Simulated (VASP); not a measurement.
# SbP: single point with PBE

Sheet: SbP, a sheet with vacuum.

```
Sb P
1.0
     3.67503    0.00000    0.00000
    -1.83751    3.18267    0.00000
     0.00000    0.00000   16.00000
Sb P
1 1
Direct
  0.66667 0.33333 0.54745
  0.33333 0.66667 0.45255
```

```yaml
Program: VASP 6.6.1
Task: single point
Functional: PBE
Potentials_or_basis: VASP PAW PBE potentials, release 64 (Sb, P)
Cutoff: 520 eV
k_mesh: 6 × 6 × 1
Occupations: gaussian, width 0.1 eV
Spin: no spin polarisation
Dipole_correction: yes
Further_INCAR_settings: ALGO = Normal; EDIFF = 1e-06; NBANDS = 12
```

The largest force is 0.751 eV/Å and the band gap on the k mesh is 1.32 eV, indirect (least direct gap 2.30 eV).

Forces in eV/Å, atoms in the order of the input:
```
Sb   0.000  0.000 -0.751
P    0.000  0.000  0.751
```

Levels at points of the mesh, in eV from the valence-band top:
| k point | band 3 | band 4 | band 5 | band 6 | band 7 | band 8 |
| --- | --- | --- | --- | --- | --- | --- |
| (0.00, 0.00, 0.00) | -1.02 | 0.00 | 0.00 | 2.36 | 3.55 | 3.55 |
| (0.50, 0.00, 0.00) | -3.43 | -1.76 | -1.74 | 1.65 | 2.65 | 4.05 |

Run time: 28 s on 1 thread of AMD EPYC 7R13 Processor (Zen 3) (shared host), peak memory 0.25 GiB.

Caveat: spin-orbit coupling is left out, which moves the levels of the heavy elements.
